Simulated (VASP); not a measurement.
Input of a VASP 6.6.1 run:

The input POSCAR:

```
Ga
1.0
    2.7660000000     -8.0530000000      0.0000000000
    1.3830000000      4.0265000000      0.0000000000
   -0.1174474948      0.0000000000      3.3299294416
Ga
4
Direct
    0.4392074451      0.1535503677      0.2475229624
    0.9286976013      0.1208885591      0.2570462873
    0.0675828647      0.8605212491      0.7354528205
    0.5617396948      0.8681362876      0.7534982479
```

INCAR.step1

```
ALGO = Normal
EDIFF = 1E-5
ENCUT = 440
GGA = PE
GGA_COMPAT = False
ISMEAR = -1
LASPH = True
LCHARG = False
LREAL = False
LWAVE = True
NBANDS = 34
NELM = 120
PREC = Accurate
SIGMA = 0.08
```

INCAR.step2

```
ALGO = Normal
EDIFF = 1E-6
ENCUT = 440
GGA_COMPAT = False
ISIF = 2
ISMEAR = -1
ISTART = 1
LASPH = True
LCHARG = False
LMIXTAU = True
LREAL = False
LWAVE = False
METAGGA = R2SCAN
NBANDS = 34
NELM = 120
PREC = Accurate
SIGMA = 0.08
```

File KPOINTS:

```
k-points
0
Gamma
  4 7 6
```

Potentials or basis: VASP PAW PBE potentials, release 64 (Ga_d).

Run with:

```sh
$ cat potpaw_PBE.64/Ga_d/POTCAR > POTCAR
$ cp INCAR.step1 INCAR
$ mpirun -np 1 vasp_std > vasp.out
$ cp INCAR.step2 INCAR
$ mpirun -np 1 vasp_std > vasp.out
```

(1) Estimate the pressure.

(2) Predict the band gap on the k mesh.

## Answers

(1) -1.4 GPa.

(2) zero (bands 26 and 27 overlap by 5.13 eV).

Caveat: the PAW data sets were made with another functional, which shifts forces and pressure a little.
